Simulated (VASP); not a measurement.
Set up this calculation in VASP 6.6.1, as the native input.

```yaml
Task: single point
Functional: PBEsol
Potentials_or_basis: VASP PAW PBE potentials, release 64 (Ta_pv)
Cutoff: 520 eV
k_mesh: 17 × 17 × 17
Occupations: fermi-dirac, width 0.08 eV
Spin: no spin polarisation
Dipole_correction: no
Further_INCAR_settings: ALGO = Normal; EDIFF = 1e-07; NBANDS = 12
```

The structure of Ta lies in POSCAR:

```
Ta
1.0
   -1.6401972500      1.6401972500      1.6401972500
    1.6401972500     -1.6401972500      1.6401972500
    1.6401972500      1.6401972500     -1.6401972500
Ta
1
Direct
    0.0000000000      0.0000000000      0.0000000000
```

This cell differs from its parent crystal: volume scaled by 0.98.

One way to write it, as run:

INCAR

```
SYSTEM = Ta
ALGO = Normal
EDIFF = 1E-7
ENCUT = 520
GGA = PS
ISIF = 2
ISMEAR = -1
LASPH = .TRUE.
LCHARG = .FALSE.
LREAL = .FALSE.
LWAVE = .FALSE.
NBANDS = 12
NELM = 100
PREC = Accurate
SIGMA = 0.08
```

KPOINTS

```
k-points
0
G
  17 17 17
  0 0 0
```

Potentials or basis: VASP PAW PBE potentials, release 64 (Ta_pv).

Run with:

```bash
$ cat potpaw_PBE.64/Ta_pv/POTCAR > POTCAR
$ mpirun -np 1 vasp_std > vasp.out
```

Results of the run:

```yaml
Pressure: 0.5 GPa
```

Caveat: the PAW data sets were made with another functional, which shifts forces and pressure a little.

Run time: 47 s on 1 thread of Intel Xeon 8259CL, on a shared host, peak memory 0.16 GiB.
